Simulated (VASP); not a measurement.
# GaSb (I-4m2) in VASP: notebook

Aim: see how the results for GaSb move with the level of theory and the settings. Levels: PBEsol, LDA. Tasks: single point.

Program: VASP 6.6.1. These are calculated values, not measurements. Logs are shortened: lines on timing, memory, paths and dates and some standing lists are left out, and cuts for length are marked.

## 1. The cell of the first run

It takes space group I-4m2 (No. 119, tetragonal). The conventional cell has a = 5.543 Å, b = 5.543 Å, c = 3.202 Å, α = 90.00°, β = 90.00°, γ = 90.00°. Within 3.8 Å of Sb (site symmetry -4m2) lie 8 Ga at 2.88 to 3.67 Å and 2 Sb at 3.20 Å. Ga (site symmetry -4m2) has 8 Sb at 2.88 to 3.67 Å and 2 Ga at 3.20 Å within 3.8 Å.

## 2. Single point, PBEsol

File INCAR:

```
SYSTEM = GaSb
ALGO = Normal ; EDIFF = 1E-6
ENCUT = 520 ; GGA = PS
ISIF = 2 ; ISMEAR = -1
LASPH = .True. ; LCHARG = .False.
LREAL = .False. ; LWAVE = .False.
NBANDS = 16 ; NELM = 100
PREC = Accurate ; SIGMA = 0.05
```

File KPOINTS:

```
k-points
0
Gamma
  10 10 10
  0 0 0
```

File POSCAR:

```
GaSb
1.0
   -2.7716691937      2.7716691937      1.6012417905
    2.7716691937     -2.7716691937      1.6012417905
    2.7716691937      2.7716691937     -1.6012417905
Sb Ga
1 1
Direct
    0.0000000000      0.0000000000      0.0000000000
    0.7500000000      0.2500000000      0.5000000000
```

Potentials or basis: VASP PAW PBE potentials, release 64 (Sb, Ga_d).

Command:

```
$ cat potpaw_PBE.64/Sb/POTCAR potpaw_PBE.64/Ga_d/POTCAR > POTCAR
$ mpirun -np 1 vasp_std > vasp.out
```

OUTCAR:

```text
SYSTEM = GaSb
   EDIFF = 1E-6
   ENCUT = 520
   GGA = PS
   ISIF = 2
   ISMEAR = -1
   LASPH = .True.
   LREAL = .False.
   NELM = 100
   PREC = Accurate

 ion  position               nearest neighbor table
   1  0.000  0.000  0.000-   2 2.88   2 2.88   2 2.88   2 2.88
   2  0.750  0.250  0.500-   1 2.88   1 2.88   1 2.88   1 2.88

  LATTYP: Found a body centered tetragonal cell.
 ALAT       =     5.5433383874
 C/A-ratio  =     0.5777174975

  Lattice vectors:

 A1 = (  -2.7716691937,   2.7716691937,   1.6012417905)
 A2 = (   2.7716691937,  -2.7716691937,   1.6012417905)
 A3 = (   2.7716691937,   2.7716691937,  -1.6012417905)

Analysis of symmetry for initial positions (statically):
=====================================================================
 Subroutine PRICEL returns:
 Original cell was already a primitive cell.

 Routine SETGRP: Setting up the symmetry group for a
 body centered tetragonal supercell.

 Subroutine GETGRP returns: Found  8 space group operations
 (whereof  8 operations were pure point group operations)
 out of a pool of 16 trial point group operations.

The static configuration has the point symmetry D_2d.

Analysis of symmetry for dynamics (positions and initial velocities):
=====================================================================
 Subroutine PRICEL returns:
 Original cell was already a primitive cell.

 Routine SETGRP: Setting up the symmetry group for a
 body centered tetragonal supercell.

 Subroutine GETGRP returns: Found  8 space group operations
 (whereof  8 operations were pure point group operations)
 out of a pool of 16 trial point group operations.

The dynamic configuration has the point symmetry D_2d.

 Subroutine INISYM returns: Found  8 space group operations
 (whereof  8 operations are pure point group operations),
 and found     1 'primitive' translations

----------------------------------------------------------------------------------------

                                     Primitive cell

  volume of cell :      49.2039

  direct lattice vectors                    reciprocal lattice vectors
    -2.771669194  2.771669194  1.601241791     0.000000000  0.180396709  0.312257651
     2.771669194 -2.771669194  1.601241791     0.180396709  0.000000000  0.312257651
     2.771669194  2.771669194 -1.601241791     0.180396709  0.180396709  0.000000000

  length of vectors
     4.234179438  4.234179438  4.234179438     0.360621426  0.360621426  0.255119472

  position of ions in fractional coordinates (direct lattice)
[... 73 lines left out ...]
   ISPIN  =      1    spin polarized calculation?
   LNONCOLLINEAR =      F non collinear calculations
   LSORBIT =      F    spin-orbit coupling
   LASPH  =      T    aspherical Exc in radial PAW
   ENCUT  =  520.0 eV  38.22 Ry    6.18 a.u.   7.87  7.87  7.87*2*pi/ulx,y,z
   NELM   =    100;   NELMIN=  2; NELMDL= -5     # of ELM steps
   EDIFF  = 0.1E-05   stopping-criterion for ELM
   LREAL  =      F    real-space projection
   EDIFFG = 0.1E-04   stopping-criterion for IOM
   NSW    =      0    number of steps for IOM
   IBRION =     -1    ionic relax: 0-MD 1-quasi-New 2-CG
   NFREE  =      0    steps in history (QN), initial steepest desc. (CG)
   ISIF   =      2    stress and relaxation
   ISYM   =      2    0-nonsym 1-usesym 2-fastsym
   POTIM  = 0.5000    time-step for ionic-motion
   TEBEG  =    0.0;   TEEND  =   0.0 temperature during run
   PSTRESS=    0.0 pullay stress
   NELECT =      18.0000    total number of electrons
   NUPDOWN=      -1.0000    fix difference up-down
   EMIN   =  10.00;   EMAX   =-10.00  energy-range for DOS
   EFERMI =   0.00;   METHOD = LEGACY
   ISMEAR =    -1;   SIGMA  =   0.05  broadening in eV -4-tet -1-fermi 0-gaus
   EFERMI_NEDOS =   21; number of points for ismear=-14 and -15
   IALGO  =     38    algorithm
   IMIX   =      4    mixing-type and parameters
     AMIX     =   0.40;   BMIX     =  1.00
     AMIX_MAG =   1.60;   BMIX_MAG =  1.00
  volume/ion in A,a.u.               =      24.60       166.02
  Fermi-wavevector in a.u.,A,eV,Ry     =   1.170844  2.212575 18.651901  1.370876
  Thomas-Fermi vector in A             =   2.307297
   LORBIT       =      0    0 simple, 1 ext, 2 COOP (PROOUT), +10 PAW based schemes
   GGA     = PS    functional components
   LHFCALC =     F    Hartree Fock is set to
   AEXX    =    0.0000 exact exchange contribution
   IVDW    =     0    specifies the selected vdW correction
   LEPSILON=     F    determine dielectric tensor
   LRPA    =     F    only Hartree local field effects (RPA)
 non-spin polarized calculation
  energy-cutoff  :      520.00
  volume of cell :       49.20
 maximum number of plane-waves:      1344
   NGX = 15   NGY = 15   NGZ = 15

 number of electron      17.9999985 magnetization

 Free energy of the ion-electron system (eV)
  ---------------------------------------------------
  ext. energy  EPLUGINS =         0.00000000
  ---------------------------------------------------
  free energy    TOTEN  =        -7.85165460 eV

  energy without entropy =       -7.84699926  energy(sigma->0) =       -7.84932693

 E-fermi :   6.1644     XC(G=0): -10.2718

 val. band max:        6.0849397127   @ k =  -0.2000  -0.2000   0.1000
 cond. band min:       6.1658264249   @ k =   0.4000   0.4000   0.1000
 fundamental gap:      0.0808867122
 Fermi energy:         6.1644035573

 k-point     1 :       0.0000    0.0000    0.0000
  band No.  band energies     occupation
      1      -8.6547      2.00000
      2      -8.5771      2.00000
      3      -8.5696      2.00000
      4      -8.5487      2.00000
      5      -8.5487      2.00000
      6      -5.6216      2.00000
[... 433 lines left out ...]
      3      -8.5797      2.00000
      4      -8.5653      2.00000
      5      -8.5492      2.00000
      6      -2.9134      2.00000
[... 8 lines left out ...]
     15      15.7265      0.00000
     16      16.7269      0.00000

 [... further k-points ...]
[... 5 lines left out ...]
  --------------------------------------------------------------------------------------
  -------------------------------------------------------------------------------------
  Total       -1.1174270     -1.1174270     -1.2943000      0.0000000      0.0000000      0.0000000
  in kB      -36.3856415    -36.3856415    -42.1449771      0.0000000      0.0000000      0.0000000
  external PRESSURE =     -38.3054200 kB  Pullay stress =       0.0000000 kB

 VOLUME and BASIS-vectors are now :
 -----------------------------------------------------------------------------
  energy-cutoff  :      520.00
  volume of cell :       49.20
      direct lattice vectors                 reciprocal lattice vectors
    -2.771669194  2.771669194  1.601241791     0.000000000  0.180396709  0.312257651
     2.771669194 -2.771669194  1.601241791     0.180396709  0.000000000  0.312257651
     2.771669194  2.771669194 -1.601241791     0.180396709  0.180396709  0.000000000

 POSITION                                       TOTAL-FORCE (eV/Angst)
 -----------------------------------------------------------------------------------
      0.00000      0.00000      0.00000        -0.000000     -0.000000     -0.000000
     -0.00000      2.77167      0.80062         0.000000      0.000000      0.000000
 -----------------------------------------------------------------------------------
    total drift:                               -0.000000      0.000000      0.000000

  FREE ENERGIE OF THE ION-ELECTRON SYSTEM (eV)
  ---------------------------------------------------
  free  energy   TOTEN  =        -7.8516545990 eV

  energy  without entropy=       -7.8469992610  energy(sigma->0) =       -7.84932693
```

OSZICAR:

```text
N       E                     dE             d eps       ncg     rms          rms(c)
DAV:   1     0.819852934087E+02    0.81985E+02   -0.83200E+03  3264   0.148E+03
DAV:   2    -0.177481579719E+01   -0.83760E+02   -0.80954E+02  3856   0.316E+02
DAV:   3    -0.778426804201E+01   -0.60095E+01   -0.59859E+01  4000   0.631E+01
DAV:   4    -0.788694082401E+01   -0.10267E+00   -0.10266E+00  3912   0.912E+00
DAV:   5    -0.788941568249E+01   -0.24749E-02   -0.24748E-02  4192   0.129E+00    0.229E+00
DAV:   6    -0.785938661260E+01    0.30029E-01   -0.53378E-02  4200   0.386E+00    0.127E+00
DAV:   7    -0.785211344000E+01    0.72732E-02   -0.13466E-02  4944   0.134E+00    0.253E-01
DAV:   8    -0.785165887698E+01    0.45456E-03   -0.17127E-03  4192   0.534E-01    0.349E-02
DAV:   9    -0.785165445871E+01    0.44183E-05   -0.79361E-05  3872   0.716E-02    0.184E-02
DAV:  10    -0.785165459900E+01   -0.14030E-06   -0.75539E-06  4256   0.262E-02
   1 F= -.78516546E+01 E0= -.78493269E+01  d E =-.465534E-02
```

It took 28 s on 1 thread of Intel Xeon 6975P-C (Granite Rapids), shared host; peak memory 0.22 GiB.

What came out:

```yaml
Free_energy: -7.8517 eV
Pressure: -3.8 GPa
Band_gap_on_the_k_mesh: zero (bands 9 and 10 overlap by 4.44 eV)
```

Caveat: the cell stands under tension; the PAW data sets were made with another functional, which shifts forces and pressure a little; spin-orbit coupling is left out, which moves the levels of the heavy elements.

## 3. Single point, LDA

This run uses another cell than the first one, of 25.08 Å³/atom.

File INCAR:

```
SYSTEM = GaSb
PREC = Accurate ; ENCUT = 520
EDIFF = 1E-7 ; ISMEAR = -1
SIGMA = 0.05 ; LREAL = .False.
LASPH = .True. ; NELM = 60
ALGO = Normal ; ISIF = 2
LWAVE = .False. ; LCHARG = .False.
GGA = CA ; NBANDS = 16
```

File KPOINTS:

```
regular mesh
0
Gamma
  10 10 10
  0 0 0
```

File POSCAR:

```
GaSb
1.0
   -2.7896675499      2.7896675499      1.6116397558
    2.7896675499     -2.7896675499      1.6116397558
    2.7896675499      2.7896675499     -1.6116397558
Sb Ga
1 1
Direct
    0.0000000000      0.0000000000      0.0000000000
    0.7500000000      0.2500000000      0.5000000000
```

Potentials or basis: VASP PAW LDA potentials, release 64 (Sb, Ga_d).

Command:

```
$ cat potpaw_LDA.64/Sb/POTCAR potpaw_LDA.64/Ga_d/POTCAR > POTCAR
$ mpirun -np 1 vasp_std > vasp.out
```

Run time: 33 s. Hardware: 1 thread of Intel Xeon 6975P-C (Granite Rapids), shared host; peak memory 0.21 GiB.

The run converged. Its results:

* Free energy: -8.2755 eV
* Pressure: -5.8 GPa
* Band gap on the k mesh: zero (bands 9 and 10 overlap by 4.33 eV)

Stress tensor (GPa, compression positive):
```
-5.76  0.00  0.00
 0.00 -5.76  0.00
 0.00  0.00 -5.87
```

Levels at points of the mesh, in eV from the Fermi level:
```csv
k point,band 5,band 6,band 7,band 8,band 9,band 10,band 11,band 12,band 13,band 14
"(0.00, 0.00, 0.00)",-14.83,-11.64,-3.11,-1.72,-1.72,3.60,4.70,6.85,6.85,7.20
"(0.50, 0.00, 0.00)",-14.81,-8.26,-5.40,-2.43,-1.36,-1.04,2.54,3.16,4.95,7.93
"(0.50, 0.50, 0.00)",-14.83,-10.27,-7.76,0.04,1.82,2.01,2.31,4.36,6.39,8.22
"(0.50, 0.50, 0.50)",-14.82,-9.23,-5.81,-4.66,-4.66,3.31,4.87,9.85,9.85,11.95
```

Caveat: the cell stands under tension; spin-orbit coupling is left out, which moves the levels of the heavy elements.

The gap in the log of VASP goes by the Fermi energy; the results here count the filled bands.